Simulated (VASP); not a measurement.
# Sc3As (Immm) in VASP: notebook

The runs below take Sc3As through single point, relaxation of cell and atoms, with PBE.

All numbers are computed with VASP 6.6.1; they aren't measurements. Logs are shortened: lines on timing, memory, paths and dates and some standing lists are left out, and cuts for length are marked.

### Step 1. The cell of the first run

It takes space group Immm (No. 71, orthorhombic). The conventional cell has a = 3.856 Å, b = 4.388 Å, c = 9.864 Å, α = 90.00°, β = 90.00°, γ = 90.00°. Sc (site symmetry mm2) has 4 As at 2.95 to 3.48 Å and 10 Sc at 2.96 to 3.86 Å within 3.9 Å. Within 3.9 Å of Sc (site symmetry mmm) lie 4 As at 2.92 Å and 10 Sc at 3.13 to 3.86 Å. Within 3.9 Å of As (site symmetry mmm) lie 12 Sc at 2.92 to 3.48 Å and 2 As at 3.86 Å.

### Step 2. Single point, PBE

File INCAR:

```
SYSTEM = Sc3As
PREC = Accurate ; ENCUT = 520
EDIFF = 1E-6 ; ISMEAR = 0
SIGMA = 0.1 ; LREAL = .FALSE.
LASPH = .TRUE. ; NELM = 80
ALGO = Fast ; ISIF = 2
LWAVE = .FALSE. ; LCHARG = .FALSE.
GGA = PE ; NBANDS = 27
```

File KPOINTS:

```
Automatic mesh
0
G
  6 6 6
  0 0 0
```

File POSCAR:

```
Sc3As
1.0
   -1.9278696861      2.1938772651      4.9321756932
    1.9278696861     -2.1938772651      4.9321756932
    1.9278696861      2.1938772651     -4.9321756932
Sc As
3 1
Direct
    0.2739846372      0.7739846372      0.5000000000
    0.7260153628      0.2260153628      0.5000000000
    0.0000000000      0.0000000000      0.0000000000
    0.5000000000      0.5000000000      0.0000000000
```

Potentials or basis: VASP PAW PBE potentials, release 64 (Sc_sv, As).

Launch:

```bash
$ cat potpaw_PBE.64/Sc_sv/POTCAR potpaw_PBE.64/As/POTCAR > POTCAR
$ mpirun -np 1 vasp_std > vasp.out
```

OUTCAR:

```text
SYSTEM = Sc3As
   PREC = Accurate
   ENCUT = 520
   EDIFF = 1E-6
   ISMEAR = 0
   LREAL = .FALSE.
   LASPH = .TRUE.
   NELM = 80
   ISIF = 2
   GGA = PE

 ion  position               nearest neighbor table
   1  0.274  0.774  0.500-   4 2.95   4 2.95   2 2.96   2 2.96   2 2.96   2 2.96   3 3.13   3 3.13
                             3 3.32   3 3.32
   2  0.726  0.226  0.500-   4 2.95   4 2.95   1 2.96   1 2.96   1 2.96   1 2.96   3 3.13   3 3.13
                             3 3.32   3 3.32
   3  0.000  0.000  0.000-   4 2.92   4 2.92   4 2.92   4 2.92   2 3.13   1 3.13   1 3.13   2 3.13
                             2 3.32   1 3.32   2 3.32   1 3.32
   4  0.500  0.500  0.000-   3 2.92   3 2.92   3 2.92   3 2.92   2 2.95   1 2.95   2 2.95   1 2.95

  LATTYP: Found a body centered orthorhombic cell.
 ALAT       =     3.8557393722
 B/A-ratio  =     1.1379800621
 C/A-ratio  =     2.5583553332

  Lattice vectors:

 A1 = (  -1.9278696861,   2.1938772651,   4.9321756932)
 A2 = (   1.9278696861,  -2.1938772651,   4.9321756932)
 A3 = (   1.9278696861,   2.1938772651,  -4.9321756932)

Analysis of symmetry for initial positions (statically):
=====================================================================
 Subroutine PRICEL returns:
 Original cell was already a primitive cell.

 Routine SETGRP: Setting up the symmetry group for a
 body centered orthorhombic supercell.

 Subroutine GETGRP returns: Found  8 space group operations
 (whereof  8 operations were pure point group operations)
 out of a pool of  8 trial point group operations.

The static configuration has the point symmetry D_2h.

Analysis of symmetry for dynamics (positions and initial velocities):
=====================================================================
 Subroutine PRICEL returns:
 Original cell was already a primitive cell.

 Routine SETGRP: Setting up the symmetry group for a
 body centered orthorhombic supercell.

 Subroutine GETGRP returns: Found  8 space group operations
 (whereof  8 operations were pure point group operations)
 out of a pool of  8 trial point group operations.

The dynamic configuration has the point symmetry D_2h.

 Subroutine INISYM returns: Found  8 space group operations
 (whereof  8 operations are pure point group operations),
 and found     1 'primitive' translations

----------------------------------------------------------------------------------------

                                     Primitive cell

  volume of cell :      83.4427

  direct lattice vectors                    reciprocal lattice vectors
    -1.927869686  2.193877265  4.932175693     0.000000000  0.227907006  0.101375140
     1.927869686 -2.193877265  4.932175693     0.259353629  0.000000000  0.101375140
     1.927869686  2.193877265 -4.932175693     0.259353629  0.227907006  0.000000000

  length of vectors
     5.732027220  5.732027220  5.732027220     0.249436410  0.278462249  0.345262087

  position of ions in fractional coordinates (direct lattice)
     0.273984637  0.773984637  0.500000000
     0.726015363  0.226015363  0.500000000
     0.000000000  0.000000000  0.000000000
     0.500000000  0.500000000  0.000000000

  ion indices of the primitive-cell ions
   primitive index   ion index
                 1           1
                 2           2
                 3           3
                 4           4

----------------------------------------------------------------------------------------

 KPOINTS: Automatic mesh

Automatic generation of k-mesh.
 Grid dimensions read from file:
 generate k-points for:    6    6    6

 Generating k-lattice:

  Cartesian coordinates                     Fractional coordinates (reciprocal lattice)
     0.000000000  0.037984501  0.016895857     0.166666667  0.000000000  0.000000000
     0.043225605  0.000000000  0.016895857     0.000000000  0.166666667  0.000000000
     0.043225605  0.037984501  0.000000000     0.000000000  0.000000000  0.166666667

  Length of vectors
     0.041572735  0.046410375  0.057543681

  Shift w.r.t. Gamma in fractional coordinates (k-lattice)
     0.000000000  0.000000000  0.000000000

 Subroutine IBZKPT returns following result:
 ===========================================

 Found     46 irreducible k-points:

 Following reciprocal coordinates:
            Coordinates               Weight
  0.000000  0.000000  0.000000      1.000000
  0.166667  0.000000  0.000000      4.000000
  0.333333  0.000000  0.000000      4.000000
  0.500000 -0.000000  0.000000      2.000000
  0.000000  0.166667 -0.000000      4.000000
  0.166667  0.166667  0.000000      8.000000
[... 16 lines left out ...]
 -0.166667  0.166667  0.166667      2.000000
  0.166667  0.333333  0.166667      4.000000
 [... further k-points ...]
   k-points           NKPTS =     46   k-points in BZ     NKDIM =     46   number of bands    NBANDS=     27
   number of dos      NEDOS =    301   number of ions     NIONS =      4
   total plane-waves  NPLWV = 110592
   dimension x,y,z NGX =    48 NGY =   48 NGZ =   48
   dimension x,y,z NGXF=    96 NGYF=   96 NGZF=   96
   ions per type =               3   1
   NGX,Y,Z   is equivalent  to a cutoff of  13.92, 13.92, 13.92 a.u.
   NGXF,Y,Z  is equivalent  to a cutoff of  27.84, 27.84, 27.84 a.u.
 SYSTEM =  Sc3As
   PREC   = accura    normal or accurate (medium, high low for compatibility)
   ISTART =      0    job   : 0-new  1-cont  2-samecut
   ICHARG =      2    charge: 1-file 2-atom 10-const
   ISPIN  =      1    spin polarized calculation?
   LNONCOLLINEAR =      F non collinear calculations
   LSORBIT =      F    spin-orbit coupling
   LASPH  =      T    aspherical Exc in radial PAW
   ENCUT  =  520.0 eV  38.22 Ry    6.18 a.u.  10.66 10.66 10.66*2*pi/ulx,y,z
   NELM   =     80;   NELMIN=  2; NELMDL= -5     # of ELM steps
   EDIFF  = 0.1E-05   stopping-criterion for ELM
   LREAL  =      F    real-space projection
[... 7 lines left out ...]
   TEBEG  =    0.0;   TEEND  =   0.0 temperature during run
   PSTRESS=    0.0 pullay stress
   NELECT =      38.0000    total number of electrons
   NUPDOWN=      -1.0000    fix difference up-down
   EMIN   =  10.00;   EMAX   =-10.00  energy-range for DOS
   EFERMI =   0.00;   METHOD = LEGACY
   ISMEAR =     0;   SIGMA  =   0.10  broadening in eV -4-tet -1-fermi 0-gaus
   EFERMI_NEDOS =   21; number of points for ismear=-14 and -15
   IALGO  =     68    algorithm
   IMIX   =      4    mixing-type and parameters
     AMIX     =   0.40;   BMIX     =  1.00
     AMIX_MAG =   1.60;   BMIX_MAG =  1.00
  volume/ion in A,a.u.               =      20.86       140.77
  Fermi-wavevector in a.u.,A,eV,Ry     =   1.259524  2.380156 21.584299  1.586401
  Thomas-Fermi vector in A             =   2.393080
   LORBIT       =      0    0 simple, 1 ext, 2 COOP (PROOUT), +10 PAW based schemes
   GGA     = PE    functional components
   LHFCALC =     F    Hartree Fock is set to
   AEXX    =    0.0000 exact exchange contribution
   IVDW    =     0    specifies the selected vdW correction
   LEPSILON=     F    determine dielectric tensor
   LRPA    =     F    only Hartree local field effects (RPA)
 non-spin polarized calculation
 RMM-DIIS sequential band-by-band and
 Gauss-broadening in eV      SIGMA  =   0.10
  energy-cutoff  :      520.00
  volume of cell :       83.44
 maximum number of plane-waves:      2267
 NGX is ok and might be reduce to    48
   NGX = 21   NGY = 21   NGZ = 21

 number of electron      38.0000000 magnetization

 Free energy of the ion-electron system (eV)
  ---------------------------------------------------
  ext. energy  EPLUGINS =         0.00000000
  ---------------------------------------------------
  free energy    TOTEN  =       -25.50975994 eV

  energy without entropy =      -25.48107953  energy(sigma->0) =      -25.49541973

 E-fermi :   5.2971     XC(G=0): -10.4737

 val. band max:        5.2823521679   @ k =   0.3333  -0.3333   0.3333
 cond. band min:       5.3015407818   @ k =  -0.1667   0.1667  -0.0000
 fundamental gap:      0.0191886140
 Fermi energy:         5.2970872126

 k-point     1 :       0.0000    0.0000    0.0000
  band No.  band energies     occupation
      1     -44.3358      2.00000
      2     -44.2272      2.00000
      3     -44.1146      2.00000
      4     -23.0952      2.00000
      5     -23.0862      2.00000
      6     -23.0700      2.00000
[... 19 lines left out ...]
     26       7.5729      0.00000
     27       8.2360      0.00000

 k-point     2 :       0.1667    0.0000    0.0000
  band No.  band energies     occupation
      1     -44.3322      2.00000
      2     -44.2223      2.00000
      3     -44.1230      2.00000
      4     -23.1251      2.00000
      5     -23.1044      2.00000
      6     -23.0179      2.00000
[... 19 lines left out ...]
     26       7.6179      0.00000
     27       7.8002      0.00000

 k-point     3 :       0.3333    0.0000    0.0000
  band No.  band energies     occupation
      1     -44.3258      2.00000
      2     -44.2055      2.00000
      3     -44.1461      2.00000
      4     -23.1435      2.00000
      5     -23.0862      2.00000
      6     -23.0184      2.00000
[... 19 lines left out ...]
     26       7.2566      0.00000
     27       8.1531      0.00000

 k-point     4 :       0.5000   -0.0000    0.0000
  band No.  band energies     occupation
      1     -44.3231      2.00000
      2     -44.1777      2.00000
      3     -44.1766      2.00000
      4     -23.1597      2.00000
      5     -23.0178      2.00000
      6     -23.0109      2.00000
[... 19 lines left out ...]
     26       7.4617      0.00000
     27       7.6586      0.00000
[... 516 lines left out ...]
      4     -23.1531      2.00000
      5     -23.1310      2.00000
      6     -23.0842      2.00000
[... 19 lines left out ...]
     26       7.6280      0.00000
     27       8.1098      0.00000

 k-point    23 :      -0.1667    0.1667    0.1667
  band No.  band energies     occupation
      1     -44.3281      2.00000
      2     -44.2002      2.00000
      3     -44.1444      2.00000
      4     -23.0887      2.00000
      5     -23.0664      2.00000
      6     -23.0131      2.00000
[... 19 lines left out ...]
     26       7.5854      0.00000
     27       7.7362      0.00000

 k-point    24 :       0.1667    0.3333    0.1667
  band No.  band energies     occupation
      1     -44.3208      2.00000
      2     -44.1750      2.00000
      3     -44.1742      2.00000
      4     -23.1496      2.00000
      5     -23.1359      2.00000
      6     -23.0803      2.00000
[... 19 lines left out ...]
     26       7.8557      0.00000
     27       8.1399      0.00000

 [... further k-points ...]

------------------------ aborting loop because EDIFF is reached ----------------------------------------

  FORCE on cell =-STRESS in cart. coord.  units (eV):
  Direction    XX          YY          ZZ          XY          YZ          ZX
  --------------------------------------------------------------------------------------
  -------------------------------------------------------------------------------------
  Total       -0.6310828      0.9577771      0.0965402     -0.0000000      0.0000000      0.0000000
  in kB      -12.1173709     18.3902012      1.8536607     -0.0000000      0.0000000      0.0000000
  external PRESSURE =       2.7088303 kB  Pullay stress =       0.0000000 kB

 VOLUME and BASIS-vectors are now :
 -----------------------------------------------------------------------------
  energy-cutoff  :      520.00
  volume of cell :       83.44
      direct lattice vectors                 reciprocal lattice vectors
    -1.927869686  2.193877265  4.932175693     0.000000000  0.227907006  0.101375140
     1.927869686 -2.193877265  4.932175693     0.259353629  0.000000000  0.101375140
     1.927869686  2.193877265 -4.932175693     0.259353629  0.227907006  0.000000000

 POSITION                                       TOTAL-FORCE (eV/Angst)
 -----------------------------------------------------------------------------------
      1.92787      0.00000      2.70268        -0.000000      0.000000      0.226275
     -0.00000      2.19388      2.22949         0.000000     -0.000000     -0.226275
      0.00000      0.00000      0.00000        -0.000000      0.000000     -0.000000
      0.00000      0.00000      4.93218        -0.000000      0.000000     -0.000000
 -----------------------------------------------------------------------------------
    total drift:                               -0.000000     -0.000000      0.000000

  FREE ENERGIE OF THE ION-ELECTRON SYSTEM (eV)
  ---------------------------------------------------
  free  energy   TOTEN  =       -25.5097599386 eV

  energy  without entropy=      -25.4810795302  energy(sigma->0) =      -25.49541973
```

It took 7.1 min on 1 thread of Oxide Virtual Turin-like, shared host; peak memory 0.31 GiB.

Results:

```yaml
Free_energy: -25.5098 eV
Pressure: 0.3 GPa
Largest_force: 0.226 eV/Å
Band_gap_on_the_k_mesh: zero (bands 19 and 20 overlap by 0.98 eV)
```

Forces in eV/Å, atoms in the order of the input:
```
Sc   0.000  0.000  0.226
Sc   0.000  0.000 -0.226
Sc   0.000  0.000  0.000
As   0.000  0.000  0.000
```

### Step 3. Single point, PBE

This run uses another cell than the first one, of 21.45 Å³/atom.

File INCAR:

```
PREC = Accurate ; ENCUT = 520
EDIFF = 1E-7 ; ISMEAR = 0
SIGMA = 0.1 ; LREAL = False
LASPH = True ; NELM = 100
ALGO = Normal ; ISIF = 2
LWAVE = False ; LCHARG = False
GGA = PE ; NBANDS = 27
```

File KPOINTS:

```
regular mesh
0
Gamma
  6 6 6
```

File POSCAR:

```
Sc3As
1.0
   -1.7958748777      2.3277753411      5.1305004379
    1.7958748777     -2.3277753411      5.1305004379
    1.7958748777      2.3277753411     -5.1305004379
Sc As
3 1
Direct
    0.2912271118      0.7912271118      0.5000000000
    0.7087728882      0.2087728882      0.5000000000
    0.0000000000      0.0000000000      0.0000000000
    0.5000000000      0.5000000000      0.0000000000
```

Potentials or basis: VASP PAW PBE potentials, release 64 (Sc_sv, As).

Launch:

```bash
$ cat potpaw_PBE.64/Sc_sv/POTCAR potpaw_PBE.64/As/POTCAR > POTCAR
$ mpirun -np 1 vasp_std > vasp.out
```

It took 6.2 min on 1 thread of Oxide Virtual Turin-like, shared host; peak memory 0.33 GiB.

The run converged. Its results:

| Quantity | Value |
| --- | --- |
| Free energy | -25.6803 eV |
| Pressure | 0.1 GPa |
| Band gap on the k mesh | zero (bands 19 and 20 overlap by 0.71 eV) |

Stress tensor (GPa, compression positive):
```
-0.02  0.00  0.00
 0.00  0.08  0.00
 0.00  0.00  0.12
```

Levels at points of the mesh, in eV from the Fermi level:
```
           k point  band 16  band 17  band 18  band 19  band 20  band 21  band 22  band 23
(0.00, 0.00, 0.00)    -2.98    -1.26    -0.88    -0.42     0.16     0.43     0.57     1.31
(0.50, 0.00, 0.00)    -1.75    -1.53    -0.44    -0.26     0.42     0.70     0.91     0.92
(0.00, 0.50, 0.00)    -3.27    -1.54    -1.25    -0.06     0.32     0.88     0.94     1.00
(0.50, 0.50, 0.00)    -2.99    -1.68    -1.20     0.23     0.30     0.31     0.39     1.16
(0.50, 0.50, 0.50)    -2.04    -1.16    -0.92    -0.80    -0.05     0.76     0.80     0.88
```

### Step 4. Relaxation of cell and atoms, PBE

File INCAR:

```
SYSTEM = Sc3As
ALGO = Fast
EDIFF = 1E-6
EDIFFG = -0.04
ENCUT = 600
GGA = PE
IBRION = 2
ISIF = 3
ISMEAR = 0
LASPH = .TRUE.
LCHARG = .FALSE.
LREAL = .FALSE.
LWAVE = .FALSE.
NELM = 100
NSW = 90
PREC = Accurate
SIGMA = 0.1
```

File KPOINTS:

```
k-points
0
G
  6 6 6
  0 0 0
```

File POSCAR:

```
Sc3As
1.0
   -1.9278696861      2.1938772651      4.9321756932
    1.9278696861     -2.1938772651      4.9321756932
    1.9278696861      2.1938772651     -4.9321756932
Sc As
3 1
Direct
    0.2739846372      0.7739846372      0.5000000000
    0.7260153628      0.2260153628      0.5000000000
    0.0000000000      0.0000000000      0.0000000000
    0.5000000000      0.5000000000      0.0000000000
```

Launch:

```bash
$ cat potpaw_PBE.64/Sc_sv/POTCAR potpaw_PBE.64/As/POTCAR > POTCAR
$ mpirun -np 1 vasp_std > vasp.out
```

Wall time 56 min (1 thread of Oxide Virtual Turin-like, shared host); peak memory 0.37 GiB.

It converged, with:

```
Free energy                           : -25.6801 eV
Relaxed volume                        : 21.44 Å³/atom
Relaxed cell                          : a = 5.919 Å, b = 5.919 Å, c = 5.919 Å, α = 144.70°, β = 133.75°, γ = 59.49°
Space group after relaxing (to 0.1 Å) : Immm (No. 71)
Energy gained by relaxing             : 42.4 meV/atom
Ionic steps                           : 12
Pressure after relaxing               : 0.1 GPa
Largest force after relaxing          : 0.030 eV/Å
Band gap on the k mesh                : zero (bands 19 and 20 overlap by 0.73 eV)
```

Forces in eV/Å, atoms in the order of the input:
```
Sc   0.000  0.000  0.030
Sc   0.000  0.000 -0.030
Sc   0.000  0.000  0.000
As   0.000  0.000  0.000
```

Stress tensor (GPa, compression positive):
```
 0.10  0.00  0.00
 0.00  0.18  0.00
 0.00  0.00 -0.05
```

The path:
```csv
step,energy change (eV),largest force (eV/Å),pressure (GPa),volume (Å³)
1,0.0000,0.2269,0.31,83.44
2,-0.0210,0.2827,0.05,83.93
3,-0.0798,0.3739,-0.64,85.29
4,-0.0931,0.2937,-1.21,87.65
5,-0.1096,0.3664,-1.10,86.49
6,-0.1245,0.3209,-0.62,86.08
7,-0.1348,0.2339,0.20,85.46
8,-0.1462,0.2029,0.12,85.56
9,-0.1663,0.1113,-0.06,85.82
10,-0.1688,0.0709,-0.11,85.93
11,-0.1688,0.0661,-0.12,85.93
12,-0.1695,0.0297,0.08,85.75
```

Final structure:
```xyz
4
Lattice="-1.7946 2.3246 5.1388 1.7946 -2.3246 5.1388 1.7946 2.3246 -5.1388" Properties=species:S:1:pos:R:3 pbc="T T T"
Sc    1.7946    0.0000    2.9889
Sc    0.0000    2.3246    2.1499
Sc    0.0000    0.0000    0.0000
As    0.0000    0.0000    5.1388
```

Levels at points of the mesh, in eV from the Fermi level:
```
           k point  band 15  band 16  band 17  band 18  band 19  band 20  band 21  band 22  band 23
(0.00, 0.00, 0.00)    -3.34    -2.97    -1.23    -0.89    -0.42     0.17     0.43     0.58     1.31
(0.50, 0.00, 0.00)    -4.09    -1.74    -1.53    -0.44    -0.27     0.43     0.71     0.90     0.92
(0.00, 0.50, 0.00)    -3.47    -3.26    -1.54    -1.26    -0.05     0.32     0.87     0.94     1.01
(0.50, 0.50, 0.00)    -3.36    -2.99    -1.68    -1.19     0.23     0.29     0.31     0.41     1.14
(0.50, 0.50, 0.50)    -2.62    -2.04    -1.16    -0.89    -0.81    -0.07     0.75     0.80     0.88
```

### Step 5. The runs side by side

```tsv
task	cell	cutoff (eV)	gap on the mesh (eV)	pressure (GPa)	largest force (eV/Å)
single point	a = 5.732 Å, angles 140.7, 135.0, 61.3°, 4 atoms, atomic positions A	520	none	0.3	0.23
single point	a = 5.913 Å, angles 144.6, 133.6, 59.6°, 4 atoms, atomic positions B	520	none	0.1	-
relaxation of cell and atoms	relaxed from a = 5.732 Å, angles 140.7, 135.0, 61.3°, 4 atoms, atomic positions A	600	none	0.1	0.03
```

Alike in all rows: level PBE; potentials or basis VASP PAW PBE potentials, release 64 (Sc_sv, As); no spin polarisation; k mesh 6 × 6 × 6; smearing gaussian 0.1 eV.

Absolute energies hang on the potentials; compare differences alone.

The gap in the log of VASP goes by the Fermi energy; the results here count the filled bands.